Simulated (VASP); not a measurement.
Input of a VASP 6.6.1 run:

Contents of POSCAR:

```
CdS
1.0
    0.0000000000      2.8970566667      2.9557790190
    2.8970566667      0.0000000000      2.9557790190
    2.8970566667      2.8970566667      0.0000000000
Cd S
1 1
Direct
    0.0000000000      0.0000000000      0.0000000000
    0.2500000000      0.2500000000      0.2500000000
```

The input INCAR.step1:

```
SYSTEM = CdS
PREC = Accurate ; ENCUT = 520
ISMEAR = -1 ; SIGMA = 0.02
LREAL = .False. ; LASPH = .True.
NELM = 100 ; NBANDS = 16
GGA = PE ; ALGO = Normal
EDIFF = 1E-4 ; LWAVE = .True.
LCHARG = .False.
```

INCAR.step2

```
SYSTEM = CdS
PREC = Accurate ; ENCUT = 520
EDIFF = 1E-6 ; ISMEAR = -1
SIGMA = 0.02 ; LREAL = .False.
LASPH = .True. ; NELM = 100
ALGO = Normal ; ISIF = 2
LWAVE = .False. ; LCHARG = .True.
METAGGA = R2SCAN ; LMIXTAU = .True.
LELF = .True. ; LVHAR = .True.
NBANDS = 16 ; ISTART = 1
```

Contents of KPOINTS:

```
Automatic mesh
0
Gamma
  6 6 6
  0 0 0
```

Potentials or basis: VASP PAW PBE potentials, release 64 (Cd, S).

The run is started by

```console
$ cat potpaw_PBE.64/Cd/POTCAR potpaw_PBE.64/S/POTCAR > POTCAR
$ cp INCAR.step1 INCAR
$ mpirun -np 1 vasp_std > vasp.out
$ cp INCAR.step2 INCAR
$ mpirun -np 1 vasp_std > vasp.out
```

**Question.** What does it give for the band gap on the k mesh?

**Answer.** 1.57 eV, direct.

**Question.** Predict the pressure.

**Answer.** 1.8 GPa.

Stress tensor (GPa, compression positive):
```
1.92 0.00 0.00
0.00 1.92 0.00
0.00 0.00 1.57
```

Caveat: the PAW data sets were made with another functional, which shifts forces and pressure a little. r2SCAN opens gaps a little over a GGA but as a rule still falls short of measured ones.
